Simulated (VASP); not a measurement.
Here is a VASP 6.6.1 calculation.

Contents of INCAR:

```
PREC = Accurate
ENCUT = 910
EDIFF = 1E-7
ISMEAR = 0
SIGMA = 0.1
LREAL = False
LASPH = True
NELM = 120
ALGO = Normal
ISIF = 3
LWAVE = False
LCHARG = False
GGA = PE
IBRION = 2
NSW = 90
EDIFFG = -0.04
GGA_COMPAT = False
NELMIN = 4
```

File KPOINTS:

```
regular mesh
0
Gamma
  6 8 6
```

POSCAR

```
C
1.0
    2.7544920200      0.0000000000      0.0000000000
    0.0000000000      2.1271635300      0.0000000000
   -1.1382990200      0.0000000000      2.7687800900
C
4
Direct
    0.7743377800      0.1595428100      0.1612302100
    0.2256622200      0.6595428100      0.3387697900
    0.2256622200      0.8404571900      0.8387697900
    0.7743377800      0.3404571900      0.6612302100
```

Potentials or basis: VASP PAW PBE potentials, release 64 (C_h).

The run is started by

```bash
$ cat potpaw_PBE.64/C_h/POTCAR > POTCAR
$ mpirun -np 1 vasp_std > vasp.out
```

Predict the band gap on the k mesh.

zero (band 8 reaches 9.00 eV, above the bottom of band 9 at 7.91 eV).

Predict the space group after relaxing (to 0.05 Å).

P2_1/m (No. 11).

Forces in eV/Å, atoms in the order of the input:
```
C   -0.027  0.005  0.001
C    0.027  0.005 -0.001
C    0.027 -0.005 -0.001
C   -0.027 -0.005  0.001
```

Caveat: the k points lie up to 0.34 Å⁻¹ apart in the final cell.
